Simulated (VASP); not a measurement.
Here is a VASP 6.6.1 calculation.

The input INCAR:

```
  PREC = Accurate
  ENCUT = 520
  EDIFF = 1E-6
  ISMEAR = 0
  SIGMA = 0.03
  LREAL = F
  LASPH = T
  NELM = 60
  ALGO = Normal
  ISIF = 2
  LWAVE = F
  LCHARG = T
  LELF = T
  LVHAR = T
  NBANDS = 16
```

Contents of KPOINTS:

```
regular mesh
0
Gamma
  12 12 6
```

POSCAR

```
Si
1.0
    3.7054125847      0.0000000000      0.0000000000
   -1.8527062924      3.2089814298      0.0000000000
    0.0000000000      0.0000000000      6.6197195825
Si
4
Direct
    0.3333333333      0.6666666667      0.0439541821
    0.6666666667      0.3333333333      0.5439541821
    0.3333333333      0.6666666667      0.4560458179
    0.6666666667      0.3333333333      0.9560458179
```

Potentials or basis: VASP PAW LDA potentials, release 64 (Si).

The run is started by

```sh
$ cat potpaw_LDA.64/Si/POTCAR > POTCAR
$ mpirun -np 1 vasp_std > vasp.out
```

**Question.** Estimate the band gap on the k mesh.

**Answer.** Zero (bands 8 and 9 overlap by 0.27 eV).

**Question.** Predict the pressure.

**Answer.** 5.7 GPa.

Forces on the atoms (eV/Å):
```
Si   0.000  0.000  2.248
Si   0.000  0.000  2.248
Si   0.000  0.000 -2.248
Si   0.000  0.000 -2.248
```

Caveat: the cell stands under pressure; semilocal functionals underestimate gaps, so a narrow gap can read as zero; forces of over 1 eV/Å act on the atoms, so gaps and moduli don't describe the material at rest.
